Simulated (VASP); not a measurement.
# BeAl (P-6m2) in VASP: further runs

The runs below take BeAl through single point, relaxation of cell and atoms, with PBE.

Program: VASP 6.6.1. These are calculated values, not measurements. Logs are shortened: lines on timing, memory, paths and dates and some standing lists are left out, and cuts for length are marked.

### 1 The cell of the first run

It takes space group P-6m2 (No. 187, hexagonal). The conventional cell has a = 2.716 Å, b = 2.716 Å, c = 4.019 Å, α = 90.00°, β = 90.00°, γ = 120.00°. Be (site symmetry -6m2) has 6 Al at 2.55 Å and 6 Be at 2.72 Å within 3.4 Å. Within 3.4 Å of Al (site symmetry -6m2) lie 6 Be at 2.55 Å and 6 Al at 2.72 Å.

### 2 Single point, PBE

INCAR reads:

```
ALGO = Normal
EDIFF = 1E-6
ENCUT = 520
GGA = PE
ISIF = 2
ISMEAR = 0
LASPH = T
LCHARG = F
LREAL = F
LWAVE = F
NBANDS = 10
NELM = 100
PREC = Accurate
SIGMA = 0.1
```

KPOINTS reads:

```
k-points
0
Gamma
  24 24 14
```

POSCAR reads:

```
BeAl
1.0
    2.7155928974      0.0000000000      0.0000000000
   -1.3577964487      2.3517724355      0.0000000000
    0.0000000000      0.0000000000      4.0188592332
Be Al
1 1
Direct
    0.0000000000      0.0000000000      0.0000000000
    0.3333333333      0.6666666667      0.5000000000
```

Potentials or basis: VASP PAW PBE potentials, release 64 (Be, Al).

Command:

```sh
$ cat potpaw_PBE.64/Be/POTCAR potpaw_PBE.64/Al/POTCAR > POTCAR
$ mpirun -np 1 vasp_std > vasp.out
```

OUTCAR:

```text
EDIFF = 1E-6
   ENCUT = 520
   GGA = PE
   ISIF = 2
   ISMEAR = 0
   LASPH = T
   LREAL = F
   NELM = 100
   PREC = Accurate

 ion  position               nearest neighbor table
   1  0.000  0.000  0.000-   2 2.55   2 2.55   2 2.55   2 2.55   2 2.55   2 2.55
   2  0.333  0.667  0.500-   1 2.55   1 2.55   1 2.55   1 2.55   1 2.55   1 2.55

  LATTYP: Found a hexagonal cell.
 ALAT       =     2.7155928974
 C/A-ratio  =     1.4799196290

  Lattice vectors:

 A1 = (   2.7155928974,   0.0000000000,   0.0000000000)
 A2 = (  -1.3577964487,   2.3517724355,   0.0000000000)
 A3 = (   0.0000000000,   0.0000000000,   4.0188592332)

Analysis of symmetry for initial positions (statically):
=====================================================================
 Subroutine PRICEL returns:
 Original cell was already a primitive cell.

 Routine SETGRP: Setting up the symmetry group for a
 hexagonal supercell.

 Subroutine GETGRP returns: Found 12 space group operations
 (whereof 12 operations were pure point group operations)
 out of a pool of 24 trial point group operations.

The static configuration has the point symmetry D_3h.

Analysis of symmetry for dynamics (positions and initial velocities):
=====================================================================
 Subroutine PRICEL returns:
 Original cell was already a primitive cell.

 Routine SETGRP: Setting up the symmetry group for a
 hexagonal supercell.

 Subroutine GETGRP returns: Found 12 space group operations
 (whereof 12 operations were pure point group operations)
 out of a pool of 24 trial point group operations.

The dynamic configuration has the point symmetry D_3h.

 Subroutine INISYM returns: Found 12 space group operations
 (whereof 12 operations are pure point group operations),
 and found     1 'primitive' translations

----------------------------------------------------------------------------------------

                                     Primitive cell

  volume of cell :      25.6663

  direct lattice vectors                    reciprocal lattice vectors
     2.715592897  0.000000000  0.000000000     0.368243709  0.212605604  0.000000000
    -1.357796449  2.351772436  0.000000000     0.000000000  0.425211209  0.000000000
     0.000000000  0.000000000  4.018859233     0.000000000  0.000000000  0.248826829

  length of vectors
     2.715592897  2.715592897  4.018859233     0.425211209  0.425211209  0.248826829

[... 85 lines left out ...]
   NFREE  =      0    steps in history (QN), initial steepest desc. (CG)
   ISIF   =      2    stress and relaxation
   ISYM   =      2    0-nonsym 1-usesym 2-fastsym
   POTIM  = 0.5000    time-step for ionic-motion
   TEBEG  =    0.0;   TEEND  =   0.0 temperature during run
   PSTRESS=    0.0 pullay stress
   NELECT =       5.0000    total number of electrons
   NUPDOWN=      -1.0000    fix difference up-down
   EMIN   =  10.00;   EMAX   =-10.00  energy-range for DOS
   EFERMI =   0.00;   METHOD = LEGACY
   ISMEAR =     0;   SIGMA  =   0.10  broadening in eV -4-tet -1-fermi 0-gaus
   EFERMI_NEDOS =   21; number of points for ismear=-14 and -15
   IALGO  =     38    algorithm
   IMIX   =      4    mixing-type and parameters
     AMIX     =   0.40;   BMIX     =  1.00
     AMIX_MAG =   1.60;   BMIX_MAG =  1.00
  volume/ion in A,a.u.               =      12.83        86.60
  Fermi-wavevector in a.u.,A,eV,Ry     =   0.949024  1.793396 12.254043  0.900647
  Thomas-Fermi vector in A             =   2.077268
   LORBIT       =      0    0 simple, 1 ext, 2 COOP (PROOUT), +10 PAW based schemes
   GGA     = PE    functional components
   LHFCALC =     F    Hartree Fock is set to
   AEXX    =    0.0000 exact exchange contribution
   IVDW    =     0    specifies the selected vdW correction
   LEPSILON=     F    determine dielectric tensor
   LRPA    =     F    only Hartree local field effects (RPA)
 non-spin polarized calculation
 Gauss-broadening in eV      SIGMA  =   0.10
  energy-cutoff  :      520.00
  volume of cell :       25.67
 maximum number of plane-waves:       711
   NGX = 11   NGY = 11   NGZ = 15

 number of electron       5.0000000 magnetization

 Free energy of the ion-electron system (eV)
  ---------------------------------------------------
  ext. energy  EPLUGINS =         0.00000000
  ---------------------------------------------------
  free energy    TOTEN  =        -6.83030700 eV

  energy without entropy =       -6.82664584  energy(sigma->0) =       -6.82847642

 E-fermi :   7.2723     XC(G=0): -10.1710

 val. band max:        7.2643600151   @ k =   0.2917   0.1250   0.2143
 cond. band min:       7.2725100969   @ k =   0.3750   0.2500   0.3571
 fundamental gap:      0.0081500818
 Fermi energy:         7.2722998852

 k-point     1 :       0.0000    0.0000    0.0000
  band No.  band energies     occupation
      1      -3.8284      2.00000
      2       3.5564      2.00000
      3       5.9746      2.00000
      4      16.9619      0.00000
      5      16.9619      0.00000
      6      20.9555      0.00000
      7      20.9555      0.00000
      8      23.7329      0.00000
      9      24.1433      0.00000
     10      24.1548      0.00000
[... 287 lines left out ...]
 k-point    24 :       0.4583    0.0417    0.0000
  band No.  band energies     occupation
      1       1.8277      2.00000
      2       2.8782      2.00000
      3       8.6060      0.00000
      4      10.5374      0.00000
      5      11.3271      0.00000
      6      12.0490      0.00000
      7      13.2759      0.00000
      8      17.6038      0.00000
      9      20.2423      0.00000
     10      21.2538      0.00000

 [... further k-points ...]

------------------------ aborting loop because EDIFF is reached ----------------------------------------

  FORCE on cell =-STRESS in cart. coord.  units (eV):
  Direction    XX          YY          ZZ          XY          YZ          ZX
  --------------------------------------------------------------------------------------
  -------------------------------------------------------------------------------------
  Total        0.0038750      0.0038750      0.0057160      0.0000000      0.0000000      0.0000000
  in kB        0.2418889      0.2418889      0.3568143      0.0000000      0.0000000      0.0000000
  external PRESSURE =       0.2801974 kB  Pullay stress =       0.0000000 kB

 VOLUME and BASIS-vectors are now :
 -----------------------------------------------------------------------------
  energy-cutoff  :      520.00
  volume of cell :       25.67
      direct lattice vectors                 reciprocal lattice vectors
     2.715592897  0.000000000  0.000000000     0.368243709  0.212605604  0.000000000
    -1.357796449  2.351772436  0.000000000     0.000000000  0.425211209  0.000000000
     0.000000000  0.000000000  4.018859233     0.000000000  0.000000000  0.248826829

 POSITION                                       TOTAL-FORCE (eV/Angst)
 -----------------------------------------------------------------------------------
      0.00000      0.00000      0.00000         0.000000      0.000000      0.000000
     -0.00000      1.56785      2.00943        -0.000000     -0.000000      0.000000
 -----------------------------------------------------------------------------------
    total drift:                                0.000000     -0.000000      0.000000

  FREE ENERGIE OF THE ION-ELECTRON SYSTEM (eV)
  ---------------------------------------------------
  free  energy   TOTEN  =        -6.8303069957 eV

  energy  without entropy=       -6.8266458407  energy(sigma->0) =       -6.82847642
```

It took 42 s on 1 thread of Intel Xeon Platinum 8375C at 2.90GHz (Ice Lake), shared host; peak memory 0.23 GiB.

What came out:

```
Free energy : -6.8303 eV
Pressure    : 0.0 GPa
```

### 3 Relaxation of cell and atoms, PBE

This run uses another cell than the first one, of 12.87 Å³/atom, 1.003 times its volume.

INCAR reads:

```
ALGO = Normal ; EDIFF = 1E-6
EDIFFG = -0.01 ; ENCUT = 600
GGA = PE ; IBRION = 2
ISIF = 3 ; ISMEAR = 0
LASPH = True ; LCHARG = False
LREAL = False ; LWAVE = False
NELM = 100 ; NSW = 100
PREC = Accurate ; SIGMA = 0.1
```

KPOINTS is that of step 2.

POSCAR reads:

```
BeAl
1.0
    2.7098321058      0.0000000000      0.0000000000
   -1.3549160529      2.3467834436      0.0000000000
    0.0000000000      0.0000000000      4.0473758651
Be Al
1 1
Direct
    0.0000000000      0.0000000000      0.0000000000
    0.3333333333      0.6666666667      0.5000000000
```

Potentials or basis: VASP PAW PBE potentials, release 64 (Be, Al).

Command:

```sh
$ cat potpaw_PBE.64/Be/POTCAR potpaw_PBE.64/Al/POTCAR > POTCAR
$ mpirun -np 1 vasp_std > vasp.out
```

Run time: 64 s. Hardware: 1 thread of Intel Xeon Platinum 8375C at 2.90GHz (Ice Lake), shared host; peak memory 0.24 GiB.

It converged, with:

```
Free energy                            : -6.8304 eV
Relaxed volume                         : 12.83 Å³/atom
Relaxed cell                           : a = 2.715 Å, b = 2.715 Å, c = 4.020 Å, α = 90.00°, β = 90.00°, γ = 120.00°
Space group after relaxing (to 0.05 Å) : P-6m2 (No. 187)
Energy gained by relaxing              : 0.2 meV/atom
Ionic steps                            : 4
Pressure after relaxing                : 0.0 GPa
```

Step by step:
| step | energy change (eV) | largest force (eV/Å) | pressure (GPa) | volume (Å³) |
| --- | --- | --- | --- | --- |
| 1 | 0.0000 | 0.0000 | -0.24 | 25.74 |
| 2 | -0.0003 | 0.0000 | 0.02 | 25.67 |
| 3 | -0.0004 | 0.0000 | 0.23 | 25.61 |
| 4 | -0.0005 | 0.0000 | 0.04 | 25.66 |

Final structure:
```
Be Al
1.0
     2.71503    0.00000    0.00000
    -1.35752    2.35129    0.00000
     0.00000    0.00000    4.02023
Be Al
1 1
Direct
  0.00000 0.00000 0.00000
  0.33333 0.66667 0.50000
```

Levels at points of the mesh, in eV from the Fermi level:
| k point | band 1 | band 2 | band 3 | band 4 | band 5 | band 6 |
| --- | --- | --- | --- | --- | --- | --- |
| (0.00, 0.00, 0.00) | -11.10 | -3.72 | -1.30 | 9.70 | 9.70 | 13.69 |
| (0.50, 0.00, 0.00) | -5.14 | -4.78 | 1.40 | 3.36 | 3.91 | 5.29 |
| (0.00, 0.00, 0.50) | -9.83 | -7.95 | 6.17 | 9.18 | 10.57 | 10.57 |
| (0.50, 0.00, 0.50) | -4.14 | -3.25 | -2.43 | -1.19 | 6.81 | 8.85 |
